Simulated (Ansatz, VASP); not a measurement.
**Two plane-wave programs on Ga8CN7**

```
Ga C N
1.0
     0.00000    0.00000   -5.24317
    -3.21837   -5.57438    0.00000
    -3.21837    5.57438    0.00000
Ga C N
8 1 7
Direct
  0.50332 0.16544 0.83404
  0.50049 0.16577 0.33423
  0.50047 0.66529 0.83375
  0.50048 0.66529 0.33423
  0.99937 0.33194 0.16708
  0.99936 0.33195 0.66753
  0.00054 0.83208 0.16736
  0.99934 0.83235 0.66752
  0.12963 0.16540 0.83401
  0.12467 0.16490 0.33379
  0.12466 0.66566 0.83454
  0.12465 0.66566 0.33378
  0.62622 0.33416 0.17150
  0.62622 0.33418 0.66533
  0.62390 0.83214 0.16742
  0.62620 0.82797 0.66533
```

Alike in both runs: functional PBE; k mesh 3 × 3 × 3; occupations gaussian, width 0.01 eV; collinear spin.

Ansatz relaxed the structure, and its values are those at the end. VASP's run is a single point on that final structure, the one shown.

|  | VASP | Ansatz |
| --- | --- | --- |
| version | VASP 6.6.1 | Ansatz 0.2.0 |
| potentials or method | VASP PAW PBE potentials, release 64 (Ga_d, C, N), cutoff 520 eV | scalar-relativistic, plane waves, PAW |
| valence electrons in the cell | 143 | 143 |

|  | VASP | Ansatz | Ansatz less VASP |
| --- | --- | --- | --- |
| gap on the k mesh at the Fermi level (eV) | none | none | - |
| rms of the force components (eV/Å) | 0.006 | 0.002 | -0.0036 |
| net moment per atom (μB) | 0.00 | 0.00 | 0.000 |

A gap of «none» marks a metal or a gap that the smearing closes. Ansatz's warnings: seeded moment not kept.

The k mesh is coarse, so the values compare programs but aren't converged.
